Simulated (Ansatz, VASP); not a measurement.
Two plane-wave programs on Zn3GeN

```
CELL_PARAMETERS angstrom
4.40459 0.00000 0.00000
0.00000 4.40459 0.00000
0.00000 0.00000 4.40459
ATOMIC_POSITIONS crystal
Zn 0.50000 0.50000 0.00000
Zn 0.50000 0.00000 0.50000
Zn 0.00000 0.50000 0.50000
Ge 0.00000 0.00000 0.00000
N 0.50000 0.50000 0.50000
```

Change from the starting cell: species swapped into the La3AlC type (Pm-3m, No. 221).

Alike in both runs: task relaxation of cell and atoms; functional PBE; k mesh 4 × 4 × 4; occupations gaussian, width 0.1 eV; no spin polarisation.

|  | VASP | Ansatz |
| --- | --- | --- |
| version | VASP 6.6.1 | Ansatz 0.2.0 |
| potentials or method | VASP PAW PBE potentials, release 64 (Zn, Ge_d, N), cutoff 600 eV | scalar-relativistic, plane waves, PAW |
| valence electrons in the cell | 55 | 55 |

|  | VASP | Ansatz | Ansatz less VASP |
| --- | --- | --- | --- |
| gap on the k mesh at the Fermi level, each at its own relaxed structure (eV) | none | none | - |
| relaxed volume (Å³/atom) | 14.82 | 14.76 | -0.057 |
| relaxed length of the cell vector where the two differ most in proportion (Å) | 4.200 | 4.195 | -0.0054 |

A gap of «none» marks a metal or a gap that the smearing closes.
